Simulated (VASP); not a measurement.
# Mg (P6_3/mmc) in VASP: further runs

The runs below take Mg through relaxation of shape and atoms at fixed volume, with PBEsol.

Program: VASP 6.6.1. These are calculated values, not measurements. Logs are shortened: lines on timing, memory, paths and dates and some standing lists are left out, and cuts for length are marked.

## (1) The cell of the first run

It takes space group P6_3/mmc (No. 194, hexagonal). Conventional cell: a = 2.901 Å, b = 2.901 Å, c = 4.695 Å, α = 90.00°, β = 90.00°, γ = 120.00°. Mg (site symmetry -6m2) has 12 Mg at 2.88 to 2.90 Å within 3.8 Å.

## (2) Relaxation of shape and atoms at fixed volume, PBEsol (volume scaled by 0.760)

The input, INCAR:

```
SYSTEM = Mg
ALGO = Fast ; EDIFF = 1E-6
EDIFFG = -0.01 ; ENCUT = 600
GGA = PS ; IBRION = 2
ISIF = 4 ; ISMEAR = 0
LASPH = .TRUE. ; LCHARG = .FALSE.
LREAL = .FALSE. ; LWAVE = .FALSE.
NELM = 100 ; NSW = 60
PREC = Accurate ; SIGMA = 0.05
```

The input, KPOINTS:

```
k-points
0
G
  18 18 10
  0 0 0
```

The input, POSCAR:

```
Mg
1.0
    2.9007894448      0.0000000000      0.0000000000
   -1.4503947224      2.5121573503      0.0000000000
    0.0000000000      0.0000000000      4.6954808007
Mg
2
Direct
    0.3333333333      0.6666666667      0.2500000000
    0.6666666667      0.3333333333      0.7500000000
```

Potentials or basis: VASP PAW PBE potentials, release 64 (Mg).

On the command line:

```
$ cat potpaw_PBE.64/Mg/POTCAR > POTCAR
$ mpirun -np 1 vasp_std > vasp.out
```

OUTCAR:

```text
SYSTEM = Mg
   EDIFF = 1E-6
   EDIFFG = -0.01
   ENCUT = 600
   GGA = PS
   IBRION = 2
   ISIF = 4
   ISMEAR = 0
   LASPH = .TRUE.
   LREAL = .FALSE.
   NELM = 100
   NSW = 60
   PREC = Accurate

 ion  position               nearest neighbor table
   1  0.333  0.667  0.250-   2 2.88   2 2.88   2 2.88   2 2.88   2 2.88   2 2.88
   2  0.667  0.333  0.750-   1 2.88   1 2.88   1 2.88   1 2.88   1 2.88   1 2.88

  LATTYP: Found a hexagonal cell.
 ALAT       =     2.9007894448
 C/A-ratio  =     1.6186906668

  Lattice vectors:

 A1 = (   2.9007894448,   0.0000000000,   0.0000000000)
 A2 = (  -1.4503947224,   2.5121573503,   0.0000000000)
 A3 = (   0.0000000000,   0.0000000000,   4.6954808007)

Analysis of symmetry for initial positions (statically):
=====================================================================
 Subroutine PRICEL returns:
 Original cell was already a primitive cell.

 Routine SETGRP: Setting up the symmetry group for a
 hexagonal supercell.

 Subroutine GETGRP returns: Found 24 space group operations
 (whereof 12 operations were pure point group operations)
 out of a pool of 24 trial point group operations.

The static configuration has the point symmetry D_3d.
 The point group associated with its full space group is D_6h.

Analysis of symmetry for dynamics (positions and initial velocities):
=====================================================================
 Subroutine PRICEL returns:
 Original cell was already a primitive cell.

 Routine SETGRP: Setting up the symmetry group for a
 hexagonal supercell.

 Subroutine GETGRP returns: Found 24 space group operations
 (whereof 12 operations were pure point group operations)
 out of a pool of 24 trial point group operations.

The dynamic configuration has the point symmetry D_3d.
 The point group associated with its full space group is D_6h.

 Subroutine INISYM returns: Found 24 space group operations
 (whereof 12 operations are pure point group operations),
 and found     1 'primitive' translations

[... 153 lines left out ...]
  Total        3.8096241      3.8096241      3.7495157      0.0000000      0.0000000      0.0000000
  in kB      178.3814113    178.3814113    175.5668998      0.0000000      0.0000000      0.0000000
  external PRESSURE =     177.4432408 kB  Pullay stress =       0.0000000 kB

 VOLUME and BASIS-vectors are now :
 -----------------------------------------------------------------------------
  energy-cutoff  :      600.00
  volume of cell :       34.22
      direct lattice vectors                 reciprocal lattice vectors
     2.900789445  0.000000000  0.000000000     0.344733742  0.199032119  0.000000000
    -1.450394722  2.512157350  0.000000000     0.000000000  0.398064237  0.000000000
     0.000000000  0.000000000  4.695480801     0.000000000  0.000000000  0.212970736

 POSITION                                       TOTAL-FORCE (eV/Angst)
 -----------------------------------------------------------------------------------
     -0.00000      1.67477      1.17387        -0.000000      0.000000      0.000000
      1.45039      0.83739      3.52161         0.000000     -0.000000      0.000000
 -----------------------------------------------------------------------------------
    total drift:                                0.000000     -0.000000      0.000000

  FREE ENERGIE OF THE ION-ELECTRON SYSTEM (eV)
  ---------------------------------------------------
  free  energy   TOTEN  =        -2.9734072060 eV

  energy  without entropy=       -2.9726391403  energy(sigma->0) =       -2.97302317

--------------------------------------- Ionic step        2  -------------------------------------------

 number of electron       4.0000000 magnetization

 Free energy of the ion-electron system (eV)
  ---------------------------------------------------
  ext. energy  EPLUGINS =         0.00000000
  ---------------------------------------------------
  free energy    TOTEN  =        -2.97345019 eV

  energy without entropy =       -2.97269724  energy(sigma->0) =       -2.97307372

 E-fermi :   4.3147     XC(G=0):  -9.5112

 val. band max:        4.3076430364   @ k =   0.3333   0.1111   0.1000
 cond. band min:       4.3198251459   @ k =   0.4444  -0.0000   0.4000
 fundamental gap:      0.0121821095
 Fermi energy:         4.3147079170

 k-point     1 :       0.0000    0.0000    0.0000
  band No.  band energies     occupation
      1      -3.9764      2.00000
      2       2.1712      2.00000
      3       3.1300      2.00000
      4      16.9819      0.00000
      5      16.9819      0.00000
      6      17.7439      0.00000
[... 199 lines left out ...]
 k-point    24 :       0.3889    0.1111    0.0000
  band No.  band energies     occupation
      1       0.8006      2.00000
      2       3.2181      2.00000
      3       6.5350      0.00000
      4       7.5610      0.00000
      5       8.9090      0.00000
      6       9.0926      0.00000

 [... further k-points ...]

------------------------ aborting loop because EDIFF is reached ----------------------------------------

  FORCE on cell =-STRESS in cart. coord.  units (eV):
  Direction    XX          YY          ZZ          XY          YZ          ZX
  --------------------------------------------------------------------------------------
  -------------------------------------------------------------------------------------
  Total        3.7991573      3.7991573      3.7701881      0.0000000     -0.0000000      0.0000000
  in kB      177.8913155    177.8913155    176.5348643      0.0000000     -0.0000000      0.0000000
  external PRESSURE =     177.4391651 kB  Pullay stress =       0.0000000 kB

 VOLUME and BASIS-vectors are now :
 -----------------------------------------------------------------------------
  energy-cutoff  :      600.00
  volume of cell :       34.22
      direct lattice vectors                 reciprocal lattice vectors
     2.902192070  0.000000000  0.000000000     0.344567133  0.198935927  0.000000000
    -1.451096035  2.513372060  0.000000000     0.000000000  0.397871854  0.000000000
     0.000000000  0.000000000  4.690943259     0.000000000 -0.000000000  0.213176742

 POSITION                                       TOTAL-FORCE (eV/Angst)
 -----------------------------------------------------------------------------------
     -0.00000      1.67558      1.17274         0.000000      0.000000     -0.000000
      1.45110      0.83779      3.51821        -0.000000     -0.000000      0.000000
 -----------------------------------------------------------------------------------
    total drift:                                0.000000     -0.000000      0.000000

  FREE ENERGIE OF THE ION-ELECTRON SYSTEM (eV)
  ---------------------------------------------------
  free  energy   TOTEN  =        -2.9734501925 eV

  energy  without entropy=       -2.9726972386  energy(sigma->0) =       -2.97307372

 reached required accuracy - stopping structural energy minimisation
```

It took 78 s on 1 thread of AMD EPYC 7R13, shared host; peak memory 0.18 GiB.

Results:

```yaml
Free_energy: -2.9735 eV
Energy_gained_by_relaxing: 0.0 meV/atom
Ionic_steps: 2
Pressure_after_relaxing: 17.7 GPa
Band_gap_on_the_k_mesh: zero (band 2 reaches 5.29 eV, above the bottom of band 3 at 3.13 eV)
```

Stress tensor (GPa, compression positive):
```
17.79  0.00  0.00
 0.00 17.79  0.00
 0.00  0.00 17.65
```

Final structure:
```
CELL_PARAMETERS angstrom
2.90219 0.00000 0.00000
-1.45110 2.51337 0.00000
0.00000 0.00000 4.69094
ATOMIC_POSITIONS crystal
Mg 0.33333 0.66667 0.25000
Mg 0.66667 0.33333 0.75000
```

Caveat: the PAW data sets were made with another functional, which shifts forces and pressure a little.

## (3) Relaxation of shape and atoms at fixed volume, PBEsol (volume scaled by 0.960)

The input, INCAR:

```
SYSTEM = Mg
ALGO = Normal
EDIFF = 1E-7
EDIFFG = -0.01
ENCUT = 600
GGA = PS
IBRION = 2
ISIF = 4
ISMEAR = 0
LASPH = .True.
LCHARG = .False.
LREAL = .False.
LWAVE = .False.
NELM = 80
NSW = 60
PREC = Accurate
SIGMA = 0.05
```

The input, KPOINTS:

```
k-points
0
Gamma
  16 16 10
  0 0 0
```

The input, POSCAR:

```
Mg
1.0
    3.1340407932      0.0000000000      0.0000000000
   -1.5670203966      2.7141589434      0.0000000000
    0.0000000000      0.0000000000      5.0811361583
Mg
2
Direct
    0.3333333333      0.6666666667      0.2500000000
    0.6666666667      0.3333333333      0.7500000000
```

Potentials or basis: VASP PAW PBE potentials, release 64 (Mg).

On the command line:

```
$ cat potpaw_PBE.64/Mg/POTCAR > POTCAR
$ mpirun -np 1 vasp_std > vasp.out
```

Wall time 86 s (1 thread of AMD EPYC 7R13, shared host); peak memory 0.19 GiB.

It converged, with:

```
Free energy             : -3.4332 eV
Pressure after relaxing : 1.6 GPa
Band gap on the k mesh  : zero (band 2 reaches 3.92 eV, above the bottom of band 3 at 1.69 eV)
```

Final structure:
```xyz
2
Lattice="3.1340 0.0000 0.0000 -1.5670 2.7142 0.0000 0.0000 0.0000 5.0811" Properties=species:S:1:pos:R:3 pbc="T T T"
Mg    0.0000    1.8094    1.2703
Mg    1.5670    0.9047    3.8109
```

Levels at points of the mesh, in eV from the Fermi level:
```csv
k point,band 1,band 2,band 3,band 4,band 5,band 6
"(0.00, 0.00, 0.00)",-7.21,-1.79,-1.24,11.25,11.25,11.49
"(0.50, 0.00, 0.00)",-2.27,-2.20,2.74,3.03,3.45,3.84
"(0.00, 0.00, 0.50)",-5.76,-5.76,5.22,5.22,12.00,12.00
"(0.50, 0.00, 0.50)",-1.18,-1.18,-0.44,-0.44,8.21,8.22
```

Caveat: the relaxation stopped at its first step, so nothing moved; the PAW data sets were made with another functional, which shifts forces and pressure a little.

## (4) Relaxation of shape and atoms at fixed volume, PBEsol (volume scaled by 0.800)

The input, INCAR:

```
PREC     = Accurate       # precision mode
ENCUT    = 600            # plane-wave cutoff, eV
EDIFF    = 1E-7           # SCF threshold, eV
ISMEAR   = 0              # smearing method
SIGMA    = 0.05           # smearing width, eV
LREAL    = F              # projectors in reciprocal space
LASPH    = T              # aspherical terms in the spheres
NELM     = 80             # most SCF steps
ALGO     = Fast           # electronic algorithm
ISIF     = 4              # what is computed and relaxed
LWAVE    = F              # write WAVECAR
LCHARG   = F              # write CHGCAR
GGA      = PS             # functional
IBRION   = 2              # ionic algorithm
NSW      = 60             # ionic steps
EDIFFG   = -0.01          # ionic threshold
```

The input, KPOINTS:

```
regular mesh
0
Gamma
  18 18 10
```

The input, POSCAR:

```
Mg
1.0
    2.9508128864      0.0000000000      0.0000000000
   -1.4754064432      2.5554789214      0.0000000000
    0.0000000000      0.0000000000      4.7764532786
Mg
2
Direct
    0.3333333333      0.6666666667      0.2500000000
    0.6666666667      0.3333333333      0.7500000000
```

On the command line:

```
$ cat potpaw_PBE.64/Mg/POTCAR > POTCAR
$ mpirun -np 1 vasp_std > vasp.out
```

Run time: 84 s. Hardware: 1 thread of AMD EPYC 7R13, shared host; peak memory 0.18 GiB.

The run converged. Its results:

```yaml
Free_energy: -3.1455 eV
Energy_gained_by_relaxing: 0.0 meV/atom
Ionic_steps: 2
Pressure_after_relaxing: 13.0 GPa
Band_gap_on_the_k_mesh: zero (band 2 reaches 4.96 eV, above the bottom of band 3 at 2.79 eV)
```

Stress tensor (GPa, compression positive):
```
13.06  0.00  0.00
 0.00 13.06  0.00
 0.00  0.00 12.98
```

Final structure:
```xyz
2
Lattice="2.9516 0.0000 0.0000 -1.4758 2.5562 0.0000 0.0000 0.0000 4.7738" Properties=species:S:1:pos:R:3 pbc="T T T"
Mg    0.0000    1.7041    1.1934
Mg    1.4758    0.8521    3.5803
```

Levels at points of the mesh, in eV from the Fermi level:
```tsv
k point	band 1	band 2	band 3	band 4	band 5
(0.00, 0.00, 0.00)	-8.04	-2.06	-1.19	12.35	12.35
(0.50, 0.00, 0.00)	-2.59	-2.36	3.07	3.11	4.07
(0.00, 0.00, 0.50)	-6.40	-6.40	5.87	5.87	13.13
(0.50, 0.00, 0.50)	-1.37	-1.37	-0.38	-0.38	8.86
```

Caveat: the PAW data sets were made with another functional, which shifts forces and pressure a little.

## (5) The runs side by side

| cell | k mesh | gap on the mesh (eV) | pressure (GPa) |
| --- | --- | --- | --- |
| relaxed from a = 2.901, b = 2.901, c = 4.695 Å, angles 90.0, 90.0, 120.0°, 2 atoms | 18 × 18 × 10 | none | 17.7 |
| relaxed from a = 3.134, b = 3.134, c = 5.081 Å, angles 90.0, 90.0, 120.0°, 2 atoms | 16 × 16 × 10 | none | 1.6 |
| relaxed from a = 2.951, b = 2.951, c = 4.776 Å, angles 90.0, 90.0, 120.0°, 2 atoms | 18 × 18 × 10 | none | 13.0 |

Alike in all rows: task relaxation of shape and atoms at fixed volume; level PBEsol; potentials or basis VASP PAW PBE potentials, release 64 (Mg); no spin polarisation; cutoff (eV) 600; smearing gaussian 0.05 eV.

Caveats: the PAW data sets were made with another functional, which shifts forces and pressure a little; the relaxation stopped at its first step, so nothing moved (some runs).

Absolute energies hang on the potentials; compare differences alone.
